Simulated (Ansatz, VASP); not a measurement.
## Two plane-wave programs on Sr2TeS

Contents of POSCAR:

```
Sr2TeS
1.0
    4.4875666998      0.0000000000      0.0000000000
    0.0000000000      4.4875666998      0.0000000000
    0.0000000000      0.0000000000      6.3489339838
S Sr Te
1 2 1
Direct
    0.0000000000      0.0000000000      0.0000000000
    0.0000000000      0.0000000000      0.5000000000
    0.5000000000      0.5000000000      0.0000000000
    0.5000000000      0.5000000000      0.5000000000
```

The input INCAR.step1:

```
  ALGO = Normal
  EDIFF = 1E-4
  ENCUT = 520
  GGA = PE
  ISMEAR = 0
  LASPH = True
  LCHARG = False
  LREAL = False
  LWAVE = True
  NBANDS = 24
  NELM = 100
  PREC = Accurate
  SIGMA = 0.01
```

Contents of INCAR.step2:

```
  ALGO = Normal
  EDIFF = 1E-7
  ENCUT = 520
  ISIF = 2
  ISMEAR = 0
  ISTART = 1
  LASPH = True
  LCHARG = True
  LELF = True
  LMIXTAU = True
  LREAL = False
  LVHAR = True
  LWAVE = False
  METAGGA = R2SCAN
  NBANDS = 24
  NELM = 100
  PREC = Accurate
  SIGMA = 0.01
```

KPOINTS

```
k-points
0
Gamma
  6 6 4
```

Input for Ansatz:

```yaml
crystal:
  lattice:
    - [4.4875666998, 0.0, 0.0]
    - [0.0, 4.4875666998, 0.0]
    - [0.0, 0.0, 6.3489339838]
  atoms:
    - { symbol: S, position: [0.0, 0.0, 0.0] }
    - { symbol: Sr, position: [0.0, 0.0, 0.5] }
    - { symbol: Te, position: [0.5, 0.5, 0.5] }
    - { symbol: Sr, position: [0.5, 0.5, 0.0] }
kpoints:
  mp_grid: { grid: [6, 6, 4] }
hamiltonian:
  xc: r2scan
scf:
  occupations: { method: fixed }
  n_extra_bands: 5
output:
  forces: true
  stress: true
  eigenvalues: true
```

Alike in both runs: task single point; functional r2SCAN; k mesh 6 × 6 × 4; no spin polarisation.

```csv
,VASP,Ansatz
version,VASP 6.6.1,Ansatz 0.2.0
potentials or method,"VASP PAW PBE potentials, release 64 (S, Sr_sv, Te)","plane waves, PAW"
plane-wave cutoff (eV),520,500
occupations,"gaussian, width 0.01 eV",fixed
valence electrons in the cell,32,42
```

```tsv
	VASP	Ansatz	Ansatz less VASP
gap on the k mesh at the Fermi level (eV)	2.27	2.30	+0.031
pressure (GPa)	1.5	1.3	-0.12
```

VASP's potentials were made for PBE, not for r2SCAN. VASP's potentials hold 32 valence electrons a cell and Ansatz's 42, so a difference there can come from the potentials and not from the codes.

Neither program's run includes spin-orbit coupling.
